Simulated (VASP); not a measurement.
# Ge: single point with LDA

Crystal: Ge.

```
Ge
1.0
     0.00000    2.69168    3.22893
     2.69168    0.00000    3.22893
     2.69168    2.69168    0.00000
Ge
2
Cartesian
  2.6917 2.6917 3.2289
  4.0375 4.0375 4.8434
```

| Property | Result |
| --- | --- |
| Program | VASP 6.6.1 |
| Task | single point |
| Functional | LDA |
| Potentials or basis | VASP PAW LDA potentials, release 64 (Ge_d) |
| Cutoff | 520 eV |
| k mesh | 16 × 16 × 16 |
| Occupations | gaussian, width 0.15 eV |
| Spin | no spin polarisation |

* Pressure: -2.8 GPa
* Band gap on the k mesh: zero (bands 14 and 15 overlap by 0.98 eV)

Stress tensor (GPa, compression positive):
```
  1.98   0.00   0.00
  0.00   1.98   0.00
  0.00   0.00 -12.42
```

Levels at points of the mesh, in eV from the Fermi level:
| k point | band 11 | band 12 | band 13 | band 14 | band 15 | band 16 | band 17 | band 18 |
| --- | --- | --- | --- | --- | --- | --- | --- | --- |
| (0.00, 0.00, 0.00) | -12.57 | -1.14 | -0.87 | 0.50 | 0.50 | 2.33 | 2.33 | 3.17 |
| (0.50, 0.00, 0.00) | -10.53 | -7.52 | -2.21 | -0.61 | -0.48 | 3.77 | 4.19 | 7.18 |
| (0.50, 0.50, 0.00) | -9.38 | -9.38 | -2.09 | -2.09 | 1.68 | 1.68 | 8.72 | 8.72 |
| (0.50, 0.00, 0.50) | -8.52 | -8.52 | -3.30 | -3.30 | 0.23 | 0.23 | 7.80 | 7.80 |

It took 2.7 min on 1 thread of AMD EPYC 7R13 Processor (Zen 3) (shared host), peak memory 0.33 GiB.
